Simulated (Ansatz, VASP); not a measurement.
## BeTe: VASP beside Ansatz

INCAR

```
PREC = Accurate
ENCUT = 520
EDIFF = 1E-7
ISMEAR = -1
SIGMA = 0.08
LREAL = False
LASPH = True
NELM = 150
ALGO = Normal
ISIF = 2
LWAVE = False
LCHARG = False
MAGMOM = 0 0 0 0 0 0
LORBIT = 11
LSORBIT = True
GGA_COMPAT = False
LORBMOM = True
GGA = PE
NBANDS = 20
```

The input KPOINTS:

```
Automatic mesh
0
Gamma
  11 11 11
```

POSCAR

```
BeTe
1.0
    0.0000000000      2.8322721284      2.8322721284
    2.8322721284      0.0000000000      2.8322721284
    2.8322721284      2.8322721284      0.0000000000
Be Te
1 1
Direct
    0.0000000000      0.0000000000      0.0000000000
    0.2500000000      0.2500000000      0.2500000000
```

Input for Ansatz:

```yaml
crystal:
  lattice:
    - [0.0, 2.8322721284, 2.8322721284]
    - [2.8322721284, 0.0, 2.8322721284]
    - [2.8322721284, 2.8322721284, 0.0]
  atoms:
    - { symbol: Be, position: [0.0, 0.0, 0.0] }
    - { symbol: Te, position: [0.25, 0.25, 0.25] }
kpoints:
  mp_grid: { grid: [11, 11, 11] }
  band_path:
    path:
      - [0.0, 0.0, 0.0]
      - [-0.5, -0.5, 0.0]
      - [-0.375, -0.375, 0.25]
      - [-0.375, 0.0, 0.375]
      - [0.0, 0.0, 0.0]
      - [0.0, 0.0, 0.5]
      - [-0.5, -0.25, 0.25]
      - [-0.5, -0.5, 0.0]
    npoints: 5
scf:
  occupations: { method: fermi_dirac, width: 0.08 }
hamiltonian:
  xc: pbe
  pseudopotentials: { kind: all_electron, lapw: { basis_error: 0.0005 } }
output:
  forces: true
  stress: true
  eigenvalues: true
magnetization:
  noncollinear: true
  spin_orbit: true
```

Alike in both runs: task single point; functional PBE; k mesh 11 × 11 × 11; occupations fermi-dirac, width 0.08 eV; non-collinear spin, spin-orbit coupling.

```csv
,VASP,Ansatz
version,VASP 6.6.1,Ansatz 0.2.0
potentials or method,"VASP PAW PBE potentials, release 64 (Be, Te), cutoff 520 eV",all-electron LAPW
```

```tsv
	VASP	Ansatz	Ansatz less VASP
pressure (GPa)	0.2	0.0	-0.16
net moment per atom (μB)	0.00	0.00	0.000
```

Ansatz ran all-electron here, and VASP with PAW potentials.
